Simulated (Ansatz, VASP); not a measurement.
## One calculation of Rh, two programs

The input INCAR:

```
PREC = Accurate ; ENCUT = 520
EDIFF = 1E-6 ; ISMEAR = -1
SIGMA = 0.05 ; LREAL = False
LASPH = True ; NELM = 80
ALGO = Normal ; ISIF = 2
LWAVE = False ; LCHARG = True
GGA = PE ; LELF = True
LVHAR = True ; NBANDS = 22
```

File KPOINTS:

```
regular mesh
0
Gamma
  11 11 6
```

The input POSCAR:

```
Rh
1.0
    2.7845412492      0.0000000000      0.0000000000
   -1.3922706246      2.4114834597      0.0000000000
    0.0000000000      0.0000000000      4.5153441684
Rh
2
Direct
    0.3333333333      0.6666666667      0.2500000000
    0.6666666667      0.3333333333      0.7500000000
```

Contents of input.yaml:

```yaml
crystal:
  lattice:
    - [2.7845412492, 0.0, 0.0]
    - [-1.3922706246, 2.4114834597, 0.0]
    - [0.0, 0.0, 4.5153441684]
  atoms:
    - { symbol: Rh, position: [0.3333333333, 0.6666666667, 0.25] }
    - { symbol: Rh, position: [0.6666666667, 0.3333333333, 0.75] }
hamiltonian:
  xc: pbe
  pseudopotentials: { kind: paw }
kpoints:
  mp_grid: { grid: [11, 11, 6] }
scf:
  occupations: { method: fermi_dirac, width: 0.05 }
output:
  forces: true
  stress: true
  eigenvalues: true
  write_density: true
  write_potential: true
  elf: true
  volumetric_format: npy
```

Alike in both runs: task single point; functional PBE; k mesh 11 × 11 × 6; occupations fermi-dirac, width 0.05 eV; no spin polarisation.

```csv
,VASP,Ansatz
version,VASP 6.6.1,Ansatz 0.2.0
potentials or method,"VASP PAW PBE potentials, release 64 (Rh_pv)",Ansatz PAW
plane-wave cutoff (eV),520,420
valence electrons in the cell,30,34
```

```csv
,VASP,Ansatz,Ansatz less VASP
gap on the k mesh at the Fermi level (eV),none,none,-
pressure (GPa),-15.2,-15.2,-0.03
"traceless stress, the component that is largest in VASP (GPa)",-0.95,-0.96,-0.013
```

A gap of «none» marks a metal or a gap that the smearing closes. The functional is the same, so the differences come from potentials, cutoffs and numerics. VASP's potentials hold 30 valence electrons a cell and Ansatz's 34, so a difference there can come from the potentials and not from the codes.
